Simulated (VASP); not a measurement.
A run of VASP 6.6.1 is set up as follows.

File INCAR:

```
ALGO = Normal
EDIFF = 1E-6
ENCUT = 500
GGA = PE
GGA_COMPAT = False
ISIF = 2
ISMEAR = -1
LASPH = True
LCHARG = False
LREAL = False
LWAVE = False
NBANDS = 41
NELM = 120
PREC = Accurate
SIGMA = 0.02
```

The input KPOINTS:

```
k-points
0
Gamma
  6 4 4
```

Contents of POSCAR:

```
AlGa3As4
1.0
    4.0630118062      0.0000000000      0.0000000000
    0.0000000000      4.0604943853      5.7335931370
    0.0000000000     -4.0604943853      5.7335931370
Al Ga As
1 3 4
Direct
    0.0000000000      0.0003435436      0.0003435436
    0.5000000000      0.0003020123      0.4997161236
    0.5000000000      0.4997161236      0.0003020123
    0.0000000000      0.4997469472      0.4997469472
    0.5000000000      0.1242446099      0.1242446099
    0.0000000000      0.1245820997      0.6261231746
    0.0000000000      0.6261231746      0.1245820997
    0.5000000000      0.6249414891      0.6249414891
```

Potentials or basis: VASP PAW PBE potentials, release 64 (Al, Ga_d, As).

Launch:

```bash
$ cat potpaw_PBE.64/Al/POTCAR potpaw_PBE.64/Ga_d/POTCAR potpaw_PBE.64/As/POTCAR > POTCAR
$ mpirun -np 1 vasp_std > vasp.out
```

Task: What does it give for the band gap on the k mesh?

Result: 0.45 eV.

Task: What does it give for the largest force?

Result: 0.004 eV/Å.

Task: Estimate the pressure.

Result: 0.2 GPa.

Forces on the atoms (eV/Å):
```
Al   0.000  0.000  0.000
Ga   0.000 -0.001  0.001
Ga   0.000  0.001  0.001
Ga   0.000  0.000  0.002
As   0.000  0.000 -0.004
As   0.000 -0.003  0.001
As   0.000  0.003  0.001
As   0.000  0.000 -0.001
```

Caveat: semilocal functionals underestimate gaps, and a narrow one can read as zero. A k mesh can miss the band edges.
